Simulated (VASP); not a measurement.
## AlNi3: relaxation of cell and atoms with PBEsol+D3(BJ)

Crystal: AlNi3.

```xyz
4
Lattice="3.5231 0.0000 0.0000 0.0000 3.5231 0.0000 0.0000 0.0000 3.5231" Properties=species:S:1:pos:R:3 pbc="T T T"
Ni    1.7615    1.7615    0.0000
Ni    1.7615    0.0000    1.7615
Ni    0.0000    1.7615    1.7615
Al    0.0000    0.0000    0.0000
```

```
Program                : VASP 6.6.1
Task                   : relaxation of cell and atoms
Functional             : PBEsol
Dispersion             : D3(BJ)
Potentials or basis    : VASP PAW PBE potentials, release 64 (Ni, Al)
Cutoff                 : 600 eV
k mesh                 : 8 × 8 × 8
Occupations            : fermi-dirac, width 0.05 eV
Spin                   : collinear spin, ferromagnetic start
Starting moments       : [1.0, 1.0, 1.0, 0.0] μB
Dipole correction      : no
Further INCAR settings : ALGO = Normal; EDIFF = 1e-06; IBRION = 2; EDIFFG = -0.01; NSW = 60; ISIF = 3
```

* Relaxed volume: 10.56 Å³/atom
* Relaxed cell: a = 3.483 Å, b = 3.483 Å, c = 3.483 Å, α = 90.00°, β = 90.00°, γ = 90.00°
* Space group after relaxing (to 0.1 Å): Pm-3m (No. 221)
* Energy gained by relaxing: 8.3 meV/atom
* Ionic steps: 3
* Pressure after relaxing: 0.0 GPa
* Net moment: 0.58 μB per cell
* Site moments: Ni +0.20; Al -0.01 μB
* Valence electrons inside the program's atomic spheres: Ni 9.52; Al 0.83
* Dispersion energy per atom: -0.445 eV

The path:
| step | energy change (eV) | largest force (eV/Å) | pressure (GPa) | volume (Å³) |
| --- | --- | --- | --- | --- |
| 1 | 0.0000 | 0.0000 | -6.98 | 43.73 |
| 2 | 0.0032 | 0.0000 | 8.27 | 40.78 |
| 3 | -0.0334 | 0.0000 | -0.02 | 42.25 |

Final structure:
```
CELL_PARAMETERS angstrom
3.48296 0.00000 0.00000
0.00000 3.48296 0.00000
0.00000 0.00000 3.48296
ATOMIC_POSITIONS crystal
Ni 0.50000 0.50000 0.00000
Ni 0.50000 0.00000 0.50000
Ni 0.00000 0.50000 0.50000
Al 0.00000 0.00000 0.00000
```

Levels at points of the mesh, in eV from the Fermi level:
Spin up:
| k point | band 13 | band 14 | band 15 | band 16 | band 17 | band 18 | band 19 | band 20 | band 21 | band 22 |
| --- | --- | --- | --- | --- | --- | --- | --- | --- | --- | --- |
| (0.00, 0.00, 0.00) | -0.21 | 0.01 | 0.01 | 0.01 | 0.88 | 0.88 | 0.88 | 6.94 | 6.94 | 7.96 |
| (0.50, 0.00, 0.00) | -1.26 | -1.22 | -1.08 | -0.48 | 0.01 | 5.79 | 5.79 | 5.87 | 5.87 | 6.68 |
| (0.50, 0.50, 0.00) | -1.37 | -1.26 | -0.99 | -0.99 | -0.59 | 0.99 | 0.99 | 8.48 | 8.48 | 8.69 |
| (0.50, 0.50, 0.50) | -1.36 | -1.11 | -1.11 | -0.31 | -0.19 | -0.19 | -0.19 | 3.87 | 4.36 | 4.36 |
Spin down:
```tsv
k point	band 12	band 13	band 14	band 15	band 16	band 17	band 18	band 19	band 20	band 21
(0.00, 0.00, 0.00)	-0.39	0.01	0.34	0.34	0.34	0.86	0.86	0.86	7.02	7.02
(0.50, 0.00, 0.00)	-1.09	-1.03	-1.03	-0.89	-0.32	0.34	5.83	5.83	5.91	5.91
(0.50, 0.50, 0.00)	-1.21	-1.21	-1.15	-0.84	-0.68	-0.47	1.21	1.21	8.52	8.52
(0.50, 0.50, 0.50)	-1.23	-1.23	-0.96	-0.96	-0.31	0.10	0.10	0.10	3.95	4.52
```

It took 3.1 min on 1 thread of Intel(R) Xeon(R) Platinum 8259CL CPU @ 2.50GHz (Skylake/Cascade Lake), with other jobs on the host, peak memory 0.22 GiB.

Caveat: the PAW data sets were made with another functional, which shifts forces and pressure a little.
